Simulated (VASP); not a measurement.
The system is SiGe3.

```
Si Ge
1.0
     3.84570    0.00000    0.00000
     0.00000    3.84570    0.00000
     0.00000    0.00000    5.43864
Si Ge
1 3
Direct
  0.00000 0.00000 0.00000
  0.00000 0.50000 0.25000
  0.50000 0.50000 0.50000
  0.50000 0.00000 0.75000
```

| Property | Result |
| --- | --- |
| Program | VASP 6.6.1 |
| Task | relaxation of cell and atoms |
| Functional | PBE |
| Potentials or basis | VASP PAW PBE potentials, release 64 (Si, Ge_d) |
| Cutoff | 600 eV |
| k mesh | 6 × 6 × 4 |
| Occupations | fermi-dirac, width 0.02 eV |
| Spin | no spin polarisation |

At the start: pressure 11.5 GPa; volume 20.11 Å³/atom.

Task: Where does the relaxation end?

Result: Over 9 steps the energy falls by 92.6 meV/atom and the volume is 22.83 Å³/atom (+13.5 %); space group P-4m2 (No. 115, to 0.05 Å).

The path:
```csv
step,energy change (eV),largest force (eV/Å),pressure (GPa),volume (Å³)
1,0.0000,0.6578,11.54,80.43
2,-0.2724,0.0507,-3.99,98.51
3,-0.3669,0.2133,-0.15,91.56
4,-0.3668,0.2199,0.02,91.33
5,-0.3698,0.0866,0.08,91.20
6,-0.3703,0.0044,0.15,91.12
7,-0.3704,0.0017,-0.07,91.41
8,-0.3704,0.0007,-0.03,91.35
9,-0.3704,0.0010,0.00,91.32
```

Final structure:
```xyz
4
Lattice="4.0173 0.0000 0.0000 0.0000 4.0173 0.0000 0.0000 0.0000 5.6585" Properties=species:S:1:pos:R:3 pbc="T T T"
Si    0.0000    0.0000    0.0000
Ge    0.0000    2.0086    1.3777
Ge    2.0086    2.0086    2.8292
Ge    2.0086    0.0000    4.2808
```
